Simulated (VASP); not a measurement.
Wanted: the native input for a VASP 6.6.1 run.

```yaml
Task: electric field gradients
Functional: PBE
Potentials_or_basis: VASP PAW PBE potentials, release 64 (Sr_sv, B, Te)
Cutoff: 520 eV
k_mesh: 8 × 8 × 8
Occupations: gaussian, width 0.01 eV
Spin: no spin polarisation
Dipole_correction: no
Further_INCAR_settings: ALGO = Normal; EDIFF = 1e-08; NBANDS = 29
```

The structure of SrB2Te4 lies in POSCAR:

```
SrB2Te4
1.0
   -4.0791377896      4.0791377896      3.0556900934
    4.0791377896     -4.0791377896      3.0556900934
    4.0791377896      4.0791377896     -3.0556900934
Sr B Te
1 2 4
Direct
    0.0000000000      0.0000000000      0.0000000000
    0.5000000000      0.0000000000      0.5000000000
    0.0000000000      0.5000000000      0.5000000000
    0.8983266871      0.3983266871      0.7966533742
    0.1016733129      0.8983266871      0.5000000000
    0.3983266871      0.6016733129      0.5000000000
    0.6016733129      0.1016733129      0.2033466258
```

One way to write it, as run:

INCAR

```
SYSTEM = SrB2Te4
PREC     = Accurate       ! precision mode
ENCUT    = 520            ! plane-wave cutoff, eV
EDIFF    = 1E-8           ! SCF threshold, eV
ISMEAR   = 0              ! smearing method
SIGMA    = 0.01           ! smearing width, eV
LREAL    = .FALSE.        ! projectors in reciprocal space
LASPH    = .TRUE.         ! aspherical terms in the spheres
NELM     = 80             ! most SCF steps
ALGO     = Normal         ! electronic algorithm
ISIF     = 2              ! what is computed and relaxed
LWAVE    = .FALSE.        ! write WAVECAR
LCHARG   = .FALSE.        ! write CHGCAR
GGA      = PE             ! functional
LEFG     = .TRUE.       
NBANDS   = 29             ! bands
```

KPOINTS

```
regular mesh
0
G
  8 8 8
  0 0 0
```

Potentials or basis: VASP PAW PBE potentials, release 64 (Sr_sv, B, Te).

Launch:

```bash
$ cat potpaw_PBE.64/Sr_sv/POTCAR potpaw_PBE.64/B/POTCAR potpaw_PBE.64/Te/POTCAR > POTCAR
$ mpirun -np 1 vasp_std > vasp.out
```

Results of the run:

| Quantity | Value |
| --- | --- |
| Pressure | 0.1 GPa |
| Largest force | 0.025 eV/Å |
| Band gap on the k mesh | 0.35 eV (least direct gap 0.62 eV) |
| Largest electric field gradient by atom | Sr +21.5; B -2.0; Te -406.3 V/Å² |

Caveat: without QUAD_EFG the Cq values of the log hold for a quadrupole moment of 1 mb, not for the nuclei; spin-orbit coupling is left out, which moves the levels of the heavy elements.

It took 5.8 min on 1 thread of Intel(R) Xeon(R) Platinum 8488C (Sapphire Rapids) (shared host), peak memory 0.56 GiB.
